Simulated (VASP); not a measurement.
Here is a VASP 6.6.1 calculation.

The input INCAR:

```
SYSTEM = BN
PREC     = Accurate       ! precision mode
ENCUT    = 520            ! plane-wave cutoff, eV
EDIFF    = 1E-6           ! SCF threshold, eV
ISMEAR   = -1             ! smearing method
SIGMA    = 0.05           ! smearing width, eV
LREAL    = .FALSE.        ! projectors in reciprocal space
LASPH    = .TRUE.         ! aspherical terms in the spheres
NELM     = 80             ! most SCF steps
ALGO     = Normal         ! electronic algorithm
ISIF     = 2              ! what is computed and relaxed
LWAVE    = .FALSE.        ! write WAVECAR
LCHARG   = .TRUE.         ! write CHGCAR
GGA      = B5             ! functional
ALDAX    = 1.0          
AGGAX    = 1.0          
AGGAC    = 1.0          
ALDAC    = 0.0          
IVDW     = 13             ! dispersion correction
VDW_S6   = 1.0          
VDW_S8   = 2.34076671   
VDW_A1   = 0.44488865   
VDW_A2   = 4.0933009    
LELF     = .TRUE.         ! ELF
LVHAR    = .TRUE.       
NBANDS   = 16             ! bands
```

KPOINTS

```
Automatic mesh
0
G
  12 12 4
  0 0 0
```

Contents of POSCAR:

```
BN
1.0
    2.4814727834      0.0000000000      0.0000000000
   -1.2407363917      2.1490184693      0.0000000000
    0.0000000000      0.0000000000      6.5911637588
N B
2 2
Direct
    0.6666666667      0.3333333333      0.2500000000
    0.3333333333      0.6666666667      0.7500000000
    0.6666666667      0.3333333333      0.7500000000
    0.3333333333      0.6666666667      0.2500000000
```

Potentials or basis: VASP PAW PBE potentials, release 64 (N, B).

Launch:

```console
$ cat potpaw_PBE.64/N/POTCAR potpaw_PBE.64/B/POTCAR > POTCAR
$ mpirun -np 1 vasp_std > vasp.out
```

Task: What does it give for the pressure?

Result: 7.1 GPa.

Task: Predict the dispersion energy per atom.

Result: -0.309 eV.

Task: Predict the band gap on the k mesh.

Result: 4.39 eV (least direct gap 4.77 eV).

Stress tensor (GPa, compression positive):
```
11.56  0.00  0.00
 0.00 11.56  0.00
 0.00  0.00 -1.94
```

Caveat: the cell stands under pressure; the PAW data sets were made with another functional, which shifts forces and pressure a little. A k mesh can miss the band edges.
